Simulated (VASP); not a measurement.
CaSe, 2 atoms in the cell. It takes space group Fm-3m (No. 225, cubic). The conventional cell has a = 6.076 Å, b = 6.076 Å, c = 6.076 Å, α = 90.00°, β = 90.00°, γ = 90.00°. Within 4.0 Å of Ca (site symmetry m-3m) lie 6 Se at 3.04 Å. Se (site symmetry m-3m) has 6 Ca at 3.04 Å within 4.0 Å.  This cell differs from its parent crystal: volume scaled by 1.06.

| Property | Result |
| --- | --- |
| Program | VASP 6.6.1 |
| Task | single point |
| Functional | PBE |
| Potentials or basis | VASP PAW PBE potentials, release 64 (Ca_sv, Se) |
| Cutoff | 520 eV |
| k mesh | 8 × 8 × 8 |
| Occupations | gaussian, width 0.02 eV |
| Spin | no spin polarisation |
| Dipole correction | no |
| Further INCAR settings | ALGO = Normal; EDIFF = 1e-06; NBANDS = 15 |

Potentials or basis: VASP PAW PBE potentials, release 64 (Ca_sv, Se).

Run with:

```console
$ cat potpaw_PBE.64/Ca_sv/POTCAR potpaw_PBE.64/Se/POTCAR > POTCAR
$ mpirun -np 1 vasp_std > vasp.out
```

Hardware: 1 thread of Intel(R) Xeon(R) 6975P-C (Granite Rapids), with other jobs on the host.

Question: How long does it take, and how much memory?

Answer: It took 9 s on 1 thread of Intel(R) Xeon(R) 6975P-C (Granite Rapids), with other jobs on the host, peak memory 0.18 GiB. Counts: scf iterations 13, k points 29.
